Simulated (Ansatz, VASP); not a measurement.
One calculation of Ti3H, two programs

```
Ti H
1.0
     4.60374    0.00000    0.00000
    -2.30187    3.98696    0.00000
     0.00000    0.00000   22.49682
Ti H
6 2
Direct
  0.66667 0.33333 0.17780
  0.33333 0.66667 0.21957
  0.00000 0.00000 0.26135
  0.66667 0.33333 0.29805
  0.33333 0.66667 0.33046
  0.00000 0.00000 0.37769
  0.29258 0.70742 0.45459
  0.37409 0.62591 0.45459
```

Alike in both runs: task single point; functional PBE; k mesh 6 × 6 × 1; occupations gaussian, width 0.1 eV; no spin polarisation.

```csv
,VASP,Ansatz
version,VASP 6.6.1,Ansatz 0.2.0
potentials or method,"VASP PAW PBE potentials, release 64 (Ti_sv, H), cutoff 520 eV","scalar-relativistic, plane waves, PAW"
valence electrons in the cell,74,74
```

```csv
,VASP,Ansatz,Ansatz less VASP
gap on the k mesh at the Fermi level (eV),none,none,-
rms of the force components (eV/Å),1.562,1.552,-0.0092
```

Atom by atom the forces differ by 0.010 eV/Å (rms over components). A gap of «none» marks a metal or a gap that the smearing closes. With one functional, cell and mesh, what is left measures potentials, basis and numerics.
